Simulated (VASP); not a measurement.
Au, 2 atoms in the cell. The structure is hexagonal, space group P6_3/mmc (No. 194). The conventional cell has a = 2.900 Å, b = 2.900 Å, c = 4.880 Å, α = 90.00°, β = 90.00°, γ = 120.00°. Au (site symmetry -6m2) has 12 Au at 2.90 to 2.96 Å within 3.8 Å. This isn't the form of Au at room conditions, which is fcc.

* Program: VASP 6.6.1
* Task: single point
* Functional: PBE0
* Potentials or basis: VASP PAW PBE potentials, release 64 (Au)
* Cutoff: 520 eV
* k mesh: 5 × 5 × 3
* Occupations: fermi-dirac, width 0.05 eV
* Spin: non-collinear spin, zero start, spin-orbit coupling
* Starting moments: [[0.0, 0.0, 0.0], [0.0, 0.0, 0.0]] μB
* Dipole correction: no
* Grid for exact exchange (PRECFOCK): Normal
* Further INCAR settings: ALGO = Normal; EDIFF = 1e-06; NBANDS = 34
* Share of exact exchange: 0.25

Potentials or basis: VASP PAW PBE potentials, release 64 (Au).

The run is started by

```sh
$ cat potpaw_PBE.64/Au/POTCAR > POTCAR
$ cp INCAR.step1 INCAR
$ mpirun -np 4 vasp_ncl > vasp.out
$ cp INCAR.step2 INCAR
$ mpirun -np 4 vasp_ncl > vasp.out
```

Hardware: 4 MPI ranks on Intel(R) Xeon(R) Platinum 8375C CPU @ 2.90GHz (Ice Lake), on a shared host.

Question: How long does it take, and how much memory?

Answer: Run time: 16 min on 4 MPI ranks on Intel(R) Xeon(R) Platinum 8375C CPU @ 2.90GHz (Ice Lake), with other jobs on the host, peak memory 0.25 GiB a rank. Counts: k points 10.
